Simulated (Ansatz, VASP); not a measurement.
Si: VASP beside Ansatz

Contents of INCAR:

```
PREC = Accurate ; ENCUT = 520
EDIFF = 1E-6 ; ISMEAR = 0
SIGMA = 0.05 ; LREAL = F
LASPH = T ; NELM = 100
ALGO = Normal ; ISIF = 2
LWAVE = F ; LCHARG = F
GGA = PE ; NBANDS = 16
```

The input KPOINTS:

```
Automatic mesh
0
Gamma
  12 12 6
```

POSCAR

```
Si
1.0
    3.7836882660      0.0000000000      0.0000000000
   -1.8918441330      3.3934998841      0.0000000000
    0.0000000000      0.0000000000      6.3646810974
Si
4
Direct
    0.3333333333      0.6666666667      0.0629320729
    0.6666666667      0.3333333333      0.5629320729
    0.3333333333      0.6666666667      0.4370679271
    0.6666666667      0.3333333333      0.9370679271
```

Input for Ansatz:

```yaml
crystal:
  lattice:
    - [3.783688266, 0.0, 0.0]
    - [-1.891844133, 3.3934998841, 0.0]
    - [0.0, 0.0, 6.3646810974]
  atoms:
    - { symbol: Si, position: [0.3333333333, 0.6666666667, 0.0629320729] }
    - { symbol: Si, position: [0.6666666667, 0.3333333333, 0.5629320729] }
    - { symbol: Si, position: [0.3333333333, 0.6666666667, 0.4370679271] }
    - { symbol: Si, position: [0.6666666667, 0.3333333333, 0.9370679271] }
basis:
  ecutwfc: 420
kpoints:
  mp_grid: { grid: [12, 12, 6] }
hamiltonian:
  xc: pbe
  pseudopotentials: { kind: paw, azcp: { folder: soft_1 } }
scf:
  occupations: { method: gaussian, width: 0.05 }
output:
  forces: true
  stress: true
  eigenvalues: true
  write_density: true
  write_potential: true
  elf: true
  volumetric_format: npy
```

Change from the starting cell: engineering shear strain xy +0.0000, strain +e along x and -e along y -0.0175.

Alike in both runs: task single point; functional PBE; k mesh 12 × 12 × 6; occupations gaussian, width 0.05 eV; no spin polarisation.

|  | VASP | Ansatz |
| --- | --- | --- |
| version | VASP 6.6.1 | Ansatz 0.2.0 |
| potentials or method | VASP PAW PBE potentials, release 64 (Si), cutoff 520 eV | scalar-relativistic, plane waves, PAW |
| valence electrons in the cell | 16 | 16 |

```tsv
	VASP	Ansatz	Ansatz less VASP
gap on the k mesh at the Fermi level (eV)	0.27	0.27	+0.001
least direct gap on the mesh (eV)	0.84	0.84	-0.003
pressure (GPa)	0.0	0.1	+0.06
traceless stress, the component that is largest in VASP (GPa)	2.99	2.99	-0.007
rms of the force components (eV/Å)	0.143	0.144	+0.0008
```

Atom by atom the forces differ by 0.001 eV/Å (rms over components). The functional is the same, so the differences come from potentials, cutoffs and numerics.
